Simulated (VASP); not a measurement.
# ZnS in VASP: a series of runs

The runs below take ZnS through single point, with PBE.

All numbers are computed with VASP 6.6.1; they aren't measurements. Logs are shortened: lines on timing, memory, paths and dates and some standing lists are left out, and cuts for length are marked.

## (1) The cell of the first run

It takes space group P6_3mc (No. 186, hexagonal). Conventional cell: a = 3.794 Å, b = 3.794 Å, c = 24.792 Å, α = 90.00°, β = 90.00°, γ = 120.00°. Zn (site symmetry 3m) has 4 S at 2.32 Å within 3.1 Å. Within 3.1 Å of Zn (site symmetry 3m) lie 4 S at 2.32 Å. Within 3.1 Å of Zn (site symmetry 3m) lie 4 S at 2.32 Å. Zn (site symmetry 3m) has 4 S at 2.32 to 2.33 Å within 3.1 Å. Within 3.1 Å of S (site symmetry 3m) lie 4 Zn at 2.32 Å. S (site symmetry 3m) has 4 Zn at 2.32 Å within 3.1 Å. S (site symmetry 3m) has 4 Zn at 2.32 Å within 3.1 Å. S (site symmetry 3m) has 4 Zn at 2.32 to 2.33 Å within 3.1 Å.

## (2) Single point, PBE (19.32 Å³/atom)

The input, INCAR:

```
SYSTEM = ZnS
  ALGO = Normal
  EDIFF = 1E-7
  ENCUT = 520
  GGA = PE
  ISIF = 2
  ISMEAR = -1
  LASPH = .True.
  LCHARG = .False.
  LREAL = Auto
  LWAVE = .False.
  NBANDS = 86
  NELM = 80
  PREC = Accurate
  SIGMA = 0.02
```

The input, KPOINTS:

```
k-points
0
Gamma
  8 8 2
  0 0 0
```

The input, POSCAR:

```
ZnS
1.0
    3.7943616436      0.0000000000      0.0000000000
   -1.8971808218      3.2860135745      0.0000000000
    0.0000000000      0.0000000000     24.7924781739
Zn S
8 8
Direct
    0.0000000000      0.0000000000      0.0000026567
    0.0000000000      0.0000000000      0.5000026567
    0.3333333333      0.6666666667      0.1249281714
    0.6666666667      0.3333333333      0.6249281714
    0.3333333333      0.6666666667      0.3750898986
    0.6666666667      0.3333333333      0.8750898986
    0.3333333333      0.6666666667      0.7500146005
    0.6666666667      0.3333333333      0.2500146005
    0.0000000000      0.0000000000      0.0937606621
    0.0000000000      0.0000000000      0.5937606621
    0.3333333333      0.6666666667      0.2186851917
    0.6666666667      0.3333333333      0.7186851917
    0.3333333333      0.6666666667      0.4688336000
    0.6666666667      0.3333333333      0.9688336000
    0.3333333333      0.6666666667      0.8438852190
    0.6666666667      0.3333333333      0.3438852190
```

Potentials or basis: VASP PAW PBE potentials, release 64 (Zn, S).

Run with:

```console
cat potpaw_PBE.64/Zn/POTCAR potpaw_PBE.64/S/POTCAR > POTCAR
mpirun -np 1 vasp_std > vasp.out
```

OUTCAR:

```text
SYSTEM = ZnS
   EDIFF = 1E-7
   ENCUT = 520
   GGA = PE
   ISIF = 2
   ISMEAR = -1
   LASPH = .True.
   LREAL = Auto
   NELM = 80
   PREC = Accurate

 ion  position               nearest neighbor table
   1  0.000  0.000  0.000-  14 2.32  14 2.32  14 2.32   9 2.32
   2  0.000  0.000  0.500-  13 2.32  13 2.32  13 2.32  10 2.32
   3  0.333  0.667  0.125-   9 2.32   9 2.32   9 2.32  11 2.32
   4  0.667  0.333  0.625-  10 2.32  10 2.32  10 2.32  12 2.32
   5  0.333  0.667  0.375-  16 2.32  16 2.32  16 2.32  13 2.32
   6  0.667  0.333  0.875-  15 2.32  15 2.32  15 2.32  14 2.32
[... 8 lines left out ...]
  15  0.333  0.667  0.844-   6 2.32   6 2.32   6 2.32   7 2.33
  16  0.667  0.333  0.344-   5 2.32   5 2.32   5 2.32   8 2.33

  LATTYP: Found a hexagonal cell.
 ALAT       =     3.7943616436
 C/A-ratio  =     6.5340314136

  Lattice vectors:

 A1 = (   3.7943616436,   0.0000000000,   0.0000000000)
 A2 = (  -1.8971808218,   3.2860135745,   0.0000000000)
 A3 = (   0.0000000000,   0.0000000000,  24.7924781739)

Analysis of symmetry for initial positions (statically):
=====================================================================
 Subroutine PRICEL returns:
 Original cell was already a primitive cell.

 Routine SETGRP: Setting up the symmetry group for a
 hexagonal supercell.

 Subroutine GETGRP returns: Found 12 space group operations
 (whereof  6 operations were pure point group operations)
 out of a pool of 24 trial point group operations.

The static configuration has the point symmetry C_3v.
 The point group associated with its full space group is C_6v.

Analysis of symmetry for dynamics (positions and initial velocities):
=====================================================================
 Subroutine PRICEL returns:
 Original cell was already a primitive cell.

 Routine SETGRP: Setting up the symmetry group for a
 hexagonal supercell.

 Subroutine GETGRP returns: Found 12 space group operations
 (whereof  6 operations were pure point group operations)
 out of a pool of 24 trial point group operations.

The dynamic configuration has the point symmetry C_3v.
 The point group associated with its full space group is C_6v.

 Subroutine INISYM returns: Found 12 space group operations
 (whereof  6 operations are pure point group operations),
 and found     1 'primitive' translations

----------------------------------------------------------------------------------------

                                     Primitive cell

  volume of cell :     309.1206

  direct lattice vectors                    reciprocal lattice vectors
     3.794361644  0.000000000  0.000000000     0.263548943  0.152160053  0.000000000
    -1.897180822  3.286013575  0.000000000     0.000000000  0.304320106  0.000000000
     0.000000000  0.000000000 24.792478174     0.000000000  0.000000000  0.040334814

  length of vectors
     3.794361644  3.794361644 24.792478174     0.304320106  0.304320106  0.040334814

  position of ions in fractional coordinates (direct lattice)
     0.000000000  0.000000000  0.000002657
     0.000000000  0.000000000  0.500002657
     0.333333333  0.666666667  0.124928171
     0.666666667  0.333333333  0.624928171
     0.333333333  0.666666667  0.375089899
     0.666666667  0.333333333  0.875089899
[... 8 lines left out ...]
     0.333333333  0.666666667  0.843885219
     0.666666667  0.333333333  0.343885219

  ion indices of the primitive-cell ions
   primitive index   ion index
                 1           1
                 2           2
                 3           3
                 4           4
                 5           5
                 6           6
[... 8 lines left out ...]
                15          15
                16          16

----------------------------------------------------------------------------------------

 KPOINTS: k-points

Automatic generation of k-mesh.
 Grid dimensions read from file:
 generate k-points for:    8    8    2

 Generating k-lattice:

  Cartesian coordinates                     Fractional coordinates (reciprocal lattice)
     0.032943618  0.019020007  0.000000000     0.125000000 -0.000000000  0.000000000
     0.000000000  0.038040013  0.000000000     0.000000000  0.125000000  0.000000000
     0.000000000  0.000000000  0.020167407     0.000000000  0.000000000  0.500000000

  Length of vectors
     0.038040013  0.038040013  0.020167407

  Shift w.r.t. Gamma in fractional coordinates (k-lattice)
     0.000000000  0.000000000  0.000000000

 Subroutine IBZKPT returns following result:
 ===========================================

 Found     20 irreducible k-points:

 Following reciprocal coordinates:
            Coordinates               Weight
  0.000000  0.000000  0.000000      1.000000
  0.125000  0.000000  0.000000      6.000000
  0.250000  0.000000  0.000000      6.000000
  0.375000  0.000000  0.000000      6.000000
  0.500000  0.000000  0.000000      3.000000
  0.125000  0.125000  0.000000      6.000000
[... 12 lines left out ...]
  0.250000  0.250000  0.500000      6.000000
  0.375000  0.250000  0.500000      6.000000
   k-points           NKPTS =     20   k-points in BZ     NKDIM =     20   number of bands    NBANDS=     86
   number of dos      NEDOS =    301   number of ions     NIONS =     16
   total plane-waves  NPLWV = 150528
   dimension x,y,z NGX =    28 NGY =   28 NGZ =  192
   dimension x,y,z NGXF=    56 NGYF=   56 NGZF=  384
   ions per type =               8   8
   NGX,Y,Z   is equivalent  to a cutoff of  12.27, 12.27, 12.87 a.u.
   NGXF,Y,Z  is equivalent  to a cutoff of  24.54, 24.54, 25.75 a.u.
 SYSTEM =  ZnS
   PREC   = accura    normal or accurate (medium, high low for compatibility)
   ISTART =      0    job   : 0-new  1-cont  2-samecut
   ICHARG =      2    charge: 1-file 2-atom 10-const
   ISPIN  =      1    spin polarized calculation?
   LNONCOLLINEAR =      F non collinear calculations
   LSORBIT =      F    spin-orbit coupling
   LASPH  =      T    aspherical Exc in radial PAW
   ENCUT  =  520.0 eV  38.22 Ry    6.18 a.u.   7.05  7.05 46.10*2*pi/ulx,y,z
   NELM   =     80;   NELMIN=  2; NELMDL= -5     # of ELM steps
   EDIFF  = 0.1E-06   stopping-criterion for ELM
   LREAL  =      T    real-space projection
   EDIFFG = 0.1E-05   stopping-criterion for IOM
   NSW    =      0    number of steps for IOM
   IBRION =     -1    ionic relax: 0-MD 1-quasi-New 2-CG
   NFREE  =      0    steps in history (QN), initial steepest desc. (CG)
   ISIF   =      2    stress and relaxation
   ISYM   =      2    0-nonsym 1-usesym 2-fastsym
   POTIM  = 0.5000    time-step for ionic-motion
   TEBEG  =    0.0;   TEEND  =   0.0 temperature during run
   PSTRESS=    0.0 pullay stress
   NELECT =     144.0000    total number of electrons
   NUPDOWN=      -1.0000    fix difference up-down
   EMIN   =  10.00;   EMAX   =-10.00  energy-range for DOS
   EFERMI =   0.00;   METHOD = LEGACY
   ISMEAR =    -1;   SIGMA  =   0.02  broadening in eV -4-tet -1-fermi 0-gaus
   EFERMI_NEDOS =   21; number of points for ismear=-14 and -15
   IALGO  =     38    algorithm
   IMIX   =      4    mixing-type and parameters
     AMIX     =   0.40;   BMIX     =  1.00
     AMIX_MAG =   1.60;   BMIX_MAG =  1.00
  volume/ion in A,a.u.               =      19.32       130.38
  Fermi-wavevector in a.u.,A,eV,Ry     =   1.269072  2.398199 21.912784  1.610544
  Thomas-Fermi vector in A             =   2.402133
   LORBIT       =      0    0 simple, 1 ext, 2 COOP (PROOUT), +10 PAW based schemes
   GGA     = PE    functional components
   LHFCALC =     F    Hartree Fock is set to
   AEXX    =    0.0000 exact exchange contribution
   IVDW    =     0    specifies the selected vdW correction
   LEPSILON=     F    determine dielectric tensor
   LRPA    =     F    only Hartree local field effects (RPA)
 non-spin polarized calculation
  energy-cutoff  :      520.00
  volume of cell :      309.12
 maximum number of plane-waves:      8373
   NGX = 15   NGY = 15   NGZ = 93

 number of electron     143.9999909 magnetization

 Free energy of the ion-electron system (eV)
  ---------------------------------------------------
  ext. energy  EPLUGINS =         0.00000000
  ---------------------------------------------------
  free energy    TOTEN  =       -54.66517273 eV

  energy without entropy =      -54.66517273  energy(sigma->0) =      -54.66517273

 E-fermi :   2.7773     XC(G=0):  -9.7269

 val. band max:        2.3065123986   @ k =   0.0000   0.0000   0.0000
 cond. band min:       4.5327572377   @ k =   0.0000   0.0000   0.0000
 fundamental gap:      2.2262448391
 Fermi energy:         2.7773378284

 k-point     1 :       0.0000    0.0000    0.0000
  band No.  band energies     occupation
      1     -10.9867      2.00000
      2     -10.8680      2.00000
      3     -10.8623      2.00000
      4     -10.5495      2.00000
      5     -10.5451      2.00000
      6     -10.1892      2.00000
[... 76 lines left out ...]
     83       8.6522      0.00000
     84       8.6522      0.00000

 k-point     2 :       0.1250    0.0000    0.0000
  band No.  band energies     occupation
      1     -10.8786      2.00000
      2     -10.7647      2.00000
      3     -10.7591      2.00000
      4     -10.4603      2.00000
      5     -10.4558      2.00000
      6     -10.1192      2.00000
[... 1555 lines left out ...]
     83       8.3213      0.00000
     84       8.3213      0.00000

 k-point    20 :       0.3750    0.2500    0.5000
  band No.  band energies     occupation
      1      -9.8579      2.00000
      2      -9.8579      2.00000
      3      -9.8183      2.00000
      4      -9.8183      2.00000
      5      -9.7630      2.00000
      6      -9.7630      2.00000
[... 76 lines left out ...]
     83       8.3175      0.00000
     84       8.3175      0.00000
 [bands above 84 left out]

------------------------ aborting loop because EDIFF is reached ----------------------------------------

  FORCE on cell =-STRESS in cart. coord.  units (eV):
  Direction    XX          YY          ZZ          XY          YZ          ZX
  --------------------------------------------------------------------------------------
  -------------------------------------------------------------------------------------
  Total        6.6568413      6.6568413      6.7548284      0.0000000     -0.0000000      0.0000000
  in kB       34.5025166     34.5025166     35.0103854      0.0000000     -0.0000000      0.0000000
  external PRESSURE =      34.6718062 kB  Pullay stress =       0.0000000 kB

 VOLUME and BASIS-vectors are now :
 -----------------------------------------------------------------------------
  energy-cutoff  :      520.00
  volume of cell :      309.12
      direct lattice vectors                 reciprocal lattice vectors
     3.794361644  0.000000000  0.000000000     0.263548943  0.152160053  0.000000000
    -1.897180822  3.286013575  0.000000000     0.000000000  0.304320106  0.000000000
     0.000000000  0.000000000 24.792478174     0.000000000  0.000000000  0.040334814

 POSITION                                       TOTAL-FORCE (eV/Angst)
 -----------------------------------------------------------------------------------
      0.00000      0.00000      0.00007         0.000000     -0.000000      0.006214
      0.00000      0.00000     12.39630         0.000000     -0.000000      0.006214
     -0.00000      2.19068      3.09728        -0.000000     -0.000000      0.006649
      1.89718      1.09534     15.49352        -0.000000      0.000000      0.006649
     -0.00000      2.19068      9.29941         0.000000      0.000000      0.012076
      1.89718      1.09534     21.69565        -0.000000     -0.000000      0.012076
[... 8 lines left out ...]
     -0.00000      2.19068     20.92201         0.000000     -0.000000      0.001673
      1.89718      1.09534      8.52577         0.000000     -0.000000      0.001673
 -----------------------------------------------------------------------------------
    total drift:                               -0.000003     -0.000005      0.003541

  FREE ENERGIE OF THE ION-ELECTRON SYSTEM (eV)
  ---------------------------------------------------
  free  energy   TOTEN  =       -54.6651727330 eV

  energy  without entropy=      -54.6651727330  energy(sigma->0) =      -54.66517273
```

It took 24 min on 1 thread of Intel Xeon Platinum 8259CL at 2.50GHz (Skylake/Cascade Lake), shared host; peak memory 0.57 GiB.

What came out:

* Free energy: -54.6652 eV
* Pressure: 3.5 GPa
* Largest force: 0.013 eV/Å
* Band gap on the k mesh: 2.23 eV

Forces in eV/Å, atoms in the order of the input:
```
Zn   0.000  0.000  0.006
Zn   0.000  0.000  0.006
Zn   0.000  0.000  0.007
Zn   0.000  0.000  0.007
Zn   0.000  0.000  0.012
Zn   0.000  0.000  0.012
Zn   0.000  0.000  0.002
Zn   0.000  0.000  0.002
S    0.000  0.000 -0.006
S    0.000  0.000 -0.006
S    0.000  0.000 -0.013
S    0.000  0.000 -0.013
S    0.000  0.000 -0.010
S    0.000  0.000 -0.010
S    0.000  0.000  0.002
S    0.000  0.000  0.002
```

Caveat: the cell stands under pressure.

(Continued in part 2 of 2.)
